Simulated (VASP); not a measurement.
Write the native input for VASP 6.6.1 that does the following.

- Task: single point
- Functional: PBE
- Potentials or basis: VASP PAW PBE potentials, release 64 (Cu, F)
- Cutoff: 520 eV
- k mesh: 9 × 9 × 4
- Occupations: methfessel-paxton, width 0.2 eV
- Spin: no spin polarisation
- Dipole correction: no
- Further INCAR settings: ALGO = Normal; EDIFF = 1e-06; NBANDS = 26

The structure of CuF lies in POSCAR:

```
CuF
1.0
    2.7625361970      0.0000000000      0.0000000000
   -1.3812680985      2.3924265254      0.0000000000
    0.0000000000      0.0000000000      6.4019833364
Cu F
2 2
Direct
    0.0000000000      0.0000000000      0.0000000000
    0.0000000000      0.0000000000      0.5000000000
    0.3333333333      0.6666666667      0.2500000000
    0.6666666667      0.3333333333      0.7500000000
```

These files were run (other wordings do the same):

INCAR

```
PREC     = Accurate       # precision mode
ENCUT    = 520            # plane-wave cutoff, eV
EDIFF    = 1E-6           # SCF threshold, eV
ISMEAR   = 1              # smearing method
SIGMA    = 0.2            # smearing width, eV
LREAL    = False          # projectors in reciprocal space
LASPH    = True           # aspherical terms in the spheres
NELM     = 60             # most SCF steps
ALGO     = Normal         # electronic algorithm
ISIF     = 2              # what is computed and relaxed
LWAVE    = False          # write WAVECAR
LCHARG   = False          # write CHGCAR
GGA      = PE             # functional
NBANDS   = 26             # bands
```

KPOINTS

```
Automatic mesh
0
Gamma
  9 9 4
```

Potentials or basis: VASP PAW PBE potentials, release 64 (Cu, F).

The run is started by

```sh
$ cat potpaw_PBE.64/Cu/POTCAR potpaw_PBE.64/F/POTCAR > POTCAR
$ mpirun -np 1 vasp_std > vasp.out
```

Results of the run:

| Quantity | Value |
| --- | --- |
| Pressure | 6.2 GPa |
| Band gap on the k mesh | zero (band 18 reaches 4.82 eV, above the bottom of band 19 at 4.40 eV) |

Caveat: semilocal functionals often make such compounds metallic where correlation or magnetic order opens a gap, which also shifts bond lengths.

Run time: 86 s on 1 thread of AMD EPYC 7R13 (shared host), peak memory 0.15 GiB.
